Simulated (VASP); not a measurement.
# Sn7Se8 (a cell with a defect) in VASP: single point with PBE+D3(BJ)

Aim: the single point of Sn7Se8 (a cell with a defect) with PBE+D3(BJ).

Program: VASP 6.6.1. These are calculated values, not measurements. Logs are shortened: lines on timing, memory, paths and dates and some standing lists are left out, and cuts for length are marked.

### Step 1. The cell of the first run

The cell holds a defect, 15 atoms: a = 8.444 Å, b = 8.444 Å, c = 8.444 Å, α = 120.00°, β = 120.00°, γ = 90.00°.

### Step 2. Single point, PBE+D3(BJ)

Contents of INCAR:

```
  PREC = Accurate
  ENCUT = 520
  EDIFF = 1E-7
  ISMEAR = 0
  SIGMA = 0.05
  LREAL = Auto
  LASPH = T
  NELM = 100
  ALGO = Normal
  ISIF = 2
  LWAVE = F
  LCHARG = F
  GGA = PE
  IVDW = 12
  NBANDS = 86
```

Contents of KPOINTS:

```
Automatic mesh
0
Gamma
  4 4 4
```

Contents of POSCAR:

```
Sn7Se8
1.0
    0.0000000000      8.4440215827      0.0000000000
   -8.4440215827      0.0000000000      0.0000000000
    4.2220107914     -4.2220107914      5.9710971959
Sn Se
7 8
Direct
    0.5936201571      0.3663199058      0.2273202323
    0.1110003266      0.8837000752      0.2273202323
    0.6249990801      0.9140388007      0.2890378809
    0.6250009199      0.3359611993      0.7109621191
    0.1389996734      0.3662999248      0.7726797677
    0.6563798429      0.8836800942      0.7726797677
    0.1250000000      0.6250000000      0.5000000000
    0.8855781494      0.6128536603      0.7272603587
    0.4447928572      0.6250059813      0.8197988385
    0.8879816327      0.1249839095      0.7629655421
    0.3644066984      0.0916822093      0.7272603587
    0.3644218506      0.6371463397      0.2727396413
    0.8052071428      0.6249940187      0.1802011615
    0.3620183673      0.1250160905      0.2370344579
    0.8855933016      0.1583177907      0.2727396413
```

Potentials or basis: VASP PAW PBE potentials, release 64 (Sn_d, Se).

On the command line:

```
$ cat potpaw_PBE.64/Sn_d/POTCAR potpaw_PBE.64/Se/POTCAR > POTCAR
$ mpirun -np 1 vasp_std > vasp.out
```

OUTCAR:

```text
PREC = Accurate
   ENCUT = 520
   EDIFF = 1E-7
   ISMEAR = 0
   LREAL = Auto
   LASPH = T
   NELM = 100
   ISIF = 2
   GGA = PE
   IVDW = 12
 IVDW          = 12

 ion  position               nearest neighbor table
   1  0.594  0.366  0.227-  14 2.88  12 3.00  11 3.00   8 3.01  15 3.01  13 3.11
   2  0.111  0.884  0.227-  14 2.88  15 3.00   8 3.00  11 3.01  12 3.01  13 3.11
   3  0.625  0.914  0.289-  10 2.85  14 2.85  13 2.88   9 2.88  12 3.11  15 3.11   4 3.56
   4  0.625  0.336  0.711-  14 2.85  10 2.85   9 2.88  13 2.88   8 3.11  11 3.11   3 3.56
   5  0.139  0.366  0.773-  10 2.88  11 3.00  12 3.00  15 3.01   8 3.01   9 3.11
   6  0.656  0.884  0.773-  10 2.88   8 3.00  15 3.00  12 3.01  11 3.01   9 3.11
   7  0.125  0.625  0.500-   9 2.70  13 2.70
   8  0.886  0.613  0.727-   6 3.00   2 3.00   1 3.01   5 3.01   4 3.11
   9  0.445  0.625  0.820-   7 2.70   4 2.88   3 2.88   6 3.11   5 3.11
  10  0.888  0.125  0.763-   3 2.85   4 2.85   5 2.88   6 2.88
  11  0.364  0.092  0.727-   5 3.00   1 3.00   2 3.01   6 3.01   4 3.11
  12  0.364  0.637  0.273-   1 3.00   5 3.00   6 3.01   2 3.01   3 3.11
  13  0.805  0.625  0.180-   7 2.70   3 2.88   4 2.88   1 3.11   2 3.11
  14  0.362  0.125  0.237-   4 2.85   3 2.85   2 2.88   1 2.88
  15  0.886  0.158  0.273-   2 3.00   6 3.00   5 3.01   1 3.01   3 3.11

  LATTYP: Found a body centered tetragonal cell.
 ALAT       =     8.4440215827
 C/A-ratio  =     1.4142780516

  Lattice vectors:

 A1 = (   4.2220107913,   4.2220107914,  -5.9710971959)
 A2 = (  -4.2220107914,  -4.2220107913,  -5.9710971959)
 A3 = (  -4.2220107913,   4.2220107913,   5.9710971959)

Analysis of symmetry for initial positions (statically):
=====================================================================
 Subroutine PRICEL returns:
 Original cell was already a primitive cell.

 Routine SETGRP: Setting up the symmetry group for a
 body centered tetragonal supercell.

 Subroutine GETGRP returns: Found  4 space group operations
 (whereof  2 operations were pure point group operations)
 out of a pool of 16 trial point group operations.

The static configuration has the point symmetry C_2 .
 The point group associated with its full space group is C_2h.

Analysis of symmetry for dynamics (positions and initial velocities):
=====================================================================
 Subroutine PRICEL returns:
 Original cell was already a primitive cell.

 Routine SETGRP: Setting up the symmetry group for a
 body centered tetragonal supercell.

 Subroutine GETGRP returns: Found  4 space group operations
 (whereof  2 operations were pure point group operations)
 out of a pool of 16 trial point group operations.

The dynamic configuration has the point symmetry C_2 .
 The point group associated with its full space group is C_2h.

 Subroutine INISYM returns: Found  4 space group operations
 (whereof  2 operations are pure point group operations),
 and found     1 'primitive' translations

----------------------------------------------------------------------------------------

                                     Primitive cell

  volume of cell :     425.7482

  direct lattice vectors                    reciprocal lattice vectors
     0.000000000  8.444021583  0.000000000     0.000000000  0.118426983  0.083736704
    -8.444021583  0.000000000  0.000000000    -0.118426983  0.000000000  0.083736704
     4.222010791 -4.222010791  5.971097196     0.000000000  0.000000000  0.167473409

  length of vectors
     8.444021583  8.444021583  8.444214112     0.145040635  0.145040635  0.167473409

  position of ions in fractional coordinates (direct lattice)
     0.593620157  0.366319906  0.227320232
     0.111000327  0.883700075  0.227320232
     0.624999080  0.914038801  0.289037881
     0.625000920  0.335961199  0.710962119
     0.138999673  0.366299925  0.772679768
     0.656379843  0.883680094  0.772679768
     0.125000000  0.625000000  0.500000000
     0.885578149  0.612853660  0.727260359
     0.444792857  0.625005981  0.819798838
     0.887981633  0.124983910  0.762965542
     0.364406698  0.091682209  0.727260359
     0.364421851  0.637146340  0.272739641
     0.805207143  0.624994019  0.180201162
[... 33 lines left out ...]
    -0.029606746  0.000000000  0.020934176     0.000000000  0.250000000  0.000000000
     0.000000000  0.000000000  0.041868352     0.000000000  0.000000000  0.250000000

  Length of vectors
     0.036260159  0.036260159  0.041868352

  Shift w.r.t. Gamma in fractional coordinates (k-lattice)
     0.000000000  0.000000000  0.000000000

 Subroutine IBZKPT returns following result:
 ===========================================

 Found     24 irreducible k-points:

 Following reciprocal coordinates:
            Coordinates               Weight
  0.000000  0.000000  0.000000      1.000000
  0.250000  0.000000 -0.000000      4.000000
 -0.250000  0.000000  0.250000      4.000000
  0.500000  0.000000 -0.000000      2.000000
  0.500000  0.000000  0.500000      2.000000
  0.250000  0.250000 -0.000000      4.000000
[... 16 lines left out ...]
  0.500000  0.500000  0.250000      2.000000
  0.000000  0.000000  0.500000      1.000000
   k-points           NKPTS =     24   k-points in BZ     NKDIM =     24   number of bands    NBANDS=     86
   number of dos      NEDOS =    301   number of ions     NIONS =     15
   total plane-waves  NPLWV = 262144
   dimension x,y,z NGX =    64 NGY =   64 NGZ =   64
   dimension x,y,z NGXF=   128 NGYF=  128 NGZF=  128
   ions per type =               7   8
   NGX,Y,Z   is equivalent  to a cutoff of  12.60, 12.60, 12.60 a.u.
   NGXF,Y,Z  is equivalent  to a cutoff of  25.20, 25.20, 25.20 a.u.
 SYSTEM =  unknown system
   PREC   = accura    normal or accurate (medium, high low for compatibility)
   ISTART =      0    job   : 0-new  1-cont  2-samecut
   ICHARG =      2    charge: 1-file 2-atom 10-const
   ISPIN  =      1    spin polarized calculation?
   LNONCOLLINEAR =      F non collinear calculations
   LSORBIT =      F    spin-orbit coupling
   LASPH  =      T    aspherical Exc in radial PAW
   ENCUT  =  520.0 eV  38.22 Ry    6.18 a.u.  15.70 15.70 15.70*2*pi/ulx,y,z
   NELM   =    100;   NELMIN=  2; NELMDL= -5     # of ELM steps
   EDIFF  = 0.1E-06   stopping-criterion for ELM
   LREAL  =      T    real-space projection
   EDIFFG = 0.1E-05   stopping-criterion for IOM
   NSW    =      0    number of steps for IOM
   IBRION =     -1    ionic relax: 0-MD 1-quasi-New 2-CG
   NFREE  =      0    steps in history (QN), initial steepest desc. (CG)
   ISIF   =      2    stress and relaxation
   ISYM   =      2    0-nonsym 1-usesym 2-fastsym
   POTIM  = 0.5000    time-step for ionic-motion
   TEBEG  =    0.0;   TEEND  =   0.0 temperature during run
   PSTRESS=    0.0 pullay stress
   NELECT =     146.0000    total number of electrons
   NUPDOWN=      -1.0000    fix difference up-down
   EMIN   =  10.00;   EMAX   =-10.00  energy-range for DOS
   EFERMI =   0.00;   METHOD = LEGACY
   ISMEAR =     0;   SIGMA  =   0.05  broadening in eV -4-tet -1-fermi 0-gaus
   EFERMI_NEDOS =   21; number of points for ismear=-14 and -15
   IALGO  =     38    algorithm
   IMIX   =      4    mixing-type and parameters
     AMIX     =   0.40;   BMIX     =  1.00
     AMIX_MAG =   1.60;   BMIX_MAG =  1.00
  volume/ion in A,a.u.               =      28.38       191.54
  Fermi-wavevector in a.u.,A,eV,Ry     =   1.145886  2.165411 17.865202  1.313055
  Thomas-Fermi vector in A             =   2.282573
   LORBIT       =      0    0 simple, 1 ext, 2 COOP (PROOUT), +10 PAW based schemes
   GGA     = PE    functional components
   LHFCALC =     F    Hartree Fock is set to
   AEXX    =    0.0000 exact exchange contribution
   IVDW    =    12    specifies the selected vdW correction
   LEPSILON=     F    determine dielectric tensor
   LRPA    =     F    only Hartree local field effects (RPA)
 non-spin polarized calculation
 Gauss-broadening in eV      SIGMA  =   0.05
  energy-cutoff  :      520.00
  volume of cell :      425.75
 maximum number of plane-waves:     11575
 NGX is ok and might be reduce to    64
   NGX = 31   NGY = 31   NGZ = 31

 number of electron     146.0000049 magnetization

 Free energy of the ion-electron system (eV)
  ---------------------------------------------------
  ext. energy  EPLUGINS =         0.00000000
  ---------------------------------------------------
  free energy    TOTEN  =       -59.62164263 eV

  energy without entropy =      -59.61444906  energy(sigma->0) =      -59.61804585

 E-fermi :   4.8025     XC(G=0):  -9.3126

 val. band max:        4.7792094259   @ k =   0.5000   0.0000   0.2500
 cond. band min:       4.8040137932   @ k =   0.2500   0.5000   0.5000
 fundamental gap:      0.0248043674
 Fermi energy:         4.8025127541

 k-point     1 :       0.0000    0.0000    0.0000
  band No.  band energies     occupation
      1     -17.0462      2.00000
      2     -17.0367      2.00000
      3     -16.9713      2.00000
      4     -16.9640      2.00000
      5     -16.9451      2.00000
      6     -16.7534      2.00000
[... 2101 lines left out ...]
     84       7.8393      0.00000
     85       8.0012      0.00000
 [bands above 85 left out]

------------------------ aborting loop because EDIFF is reached ----------------------------------------

 Edisp (eV)   -5.08624

 E8    (eV) :    -2.2758

  FORCE on cell =-STRESS in cart. coord.  units (eV):
  Direction    XX          YY          ZZ          XY          YZ          ZX
  --------------------------------------------------------------------------------------
  -------------------------------------------------------------------------------------
  Total      -4.27848    -4.27848    -0.01023     4.27897     1.17192     1.17192
  in kB     -16.10080   -16.10080    -0.03848    16.10263     4.41018     4.41018
  external pressure =      -10.75 kB  Pullay stress =        0.00 kB

 VOLUME and BASIS-vectors are now :
 -----------------------------------------------------------------------------
  energy-cutoff  :      520.00
  volume of cell :      425.75
      direct lattice vectors                 reciprocal lattice vectors
     0.000000000  8.444021583  0.000000000     0.000000000  0.118426983  0.083736704
    -8.444021583  0.000000000  0.000000000    -0.118426983  0.000000000  0.083736704
     4.222010791 -4.222010791  5.971097196     0.000000000  0.000000000  0.167473409

 POSITION                                       TOTAL-FORCE (eV/Angst)
 -----------------------------------------------------------------------------------
     -2.13346      4.05279      1.35735        -0.008821      0.004671     -0.002954
     -6.50223     -0.02246      1.35735         0.004671     -0.008821     -0.002954
     -6.49784      4.05718      1.72587        -0.001109     -0.001109      0.001592
      0.16483      2.27583      4.24522         0.001109      0.001109     -0.001592
      0.16922     -2.08855      4.61375        -0.004671      0.008821      0.002954
     -4.19955      2.28022      4.61375         0.008821     -0.004671      0.002954
     -3.16651     -1.05550      2.98555         0.000000     -0.000000      0.000000
     -2.10445      4.40734      4.34254        -0.006513      0.002942      0.002806
     -1.81636      0.29464      4.89510         0.001194      0.001194      0.001511
      2.16588      4.27689      4.55574         0.004104      0.004104      0.006262
      2.29633      0.00656      4.34254         0.002942     -0.006513      0.002806
     -4.22857      1.92568      1.62855         0.006513     -0.002942     -0.002806
     -4.51665      6.03838      1.07600        -0.001194     -0.001194     -0.001511
     -0.05488      2.05613      1.41536        -0.004104     -0.004104     -0.006262
     -0.18533      6.32646      1.62855        -0.002942      0.006513     -0.002806
 -----------------------------------------------------------------------------------
    total drift:                               -0.000000      0.000001     -0.000000

  FREE ENERGIE OF THE ION-ELECTRON SYSTEM (eV)
  ---------------------------------------------------
  free  energy   TOTEN  =       -64.7078851703 eV

  energy  without entropy=      -64.7006915982  energy(sigma->0) =      -64.70428838
```

It took 30 min on 1 thread of Intel Xeon Platinum 8375C at 2.90GHz (Ice Lake), shared host; peak memory 0.87 GiB.

Results:

```yaml
Free_energy: -64.7079 eV
Pressure: -1.1 GPa
Largest_force: 0.010 eV/Å
Band_gap_on_the_k_mesh: zero (band 73 reaches 5.24 eV, above the bottom of band 74 at 4.64 eV)
Dispersion_energy_per_atom: -0.339 eV
```

Forces on the atoms (eV/Å):
```
Sn  -0.009  0.005 -0.003
Sn   0.005 -0.009 -0.003
Sn  -0.001 -0.001  0.002
Sn   0.001  0.001 -0.002
Sn  -0.005  0.009  0.003
Sn   0.009 -0.005  0.003
Sn   0.000  0.000  0.000
Se  -0.007  0.003  0.003
Se   0.001  0.001  0.002
Se   0.004  0.004  0.006
Se   0.003 -0.007  0.003
Se   0.007 -0.003 -0.003
Se  -0.001 -0.001 -0.002
Se  -0.004 -0.004 -0.006
Se  -0.003  0.007 -0.003
```

Levels at points of the mesh, in eV from the Fermi level:
| k point | band 69 | band 70 | band 71 | band 72 | band 73 | band 74 | band 75 | band 76 | band 77 | band 78 |
| --- | --- | --- | --- | --- | --- | --- | --- | --- | --- | --- |
| (0.00, 0.00, 0.00) | -1.61 | -1.48 | -0.91 | -0.56 | -0.37 | 0.73 | 0.79 | 0.90 | 0.91 | 0.94 |
| (0.50, 0.00, 0.00) | -1.47 | -1.44 | -1.23 | -0.66 | -0.20 | 0.59 | 0.78 | 1.70 | 1.98 | 2.63 |
| (0.50, 0.00, 0.50) | -1.57 | -1.49 | -1.39 | -0.90 | -0.34 | -0.04 | 0.70 | 1.81 | 2.17 | 2.59 |
| (0.50, 0.50, 0.00) | -0.92 | -0.50 | -0.26 | -0.15 | 0.37 | 0.80 | 0.94 | 1.30 | 1.45 | 1.65 |
| (0.50, 0.50, 0.50) | -1.33 | -0.86 | -0.52 | 0.01 | 0.01 | 0.05 | 1.19 | 1.56 | 1.71 | 1.81 |
| (0.00, 0.00, 0.50) | -0.92 | -0.50 | -0.26 | -0.15 | 0.37 | 0.80 | 0.94 | 1.30 | 1.45 | 1.65 |

Caveat: spin-orbit coupling is left out, which moves the levels of the heavy elements.
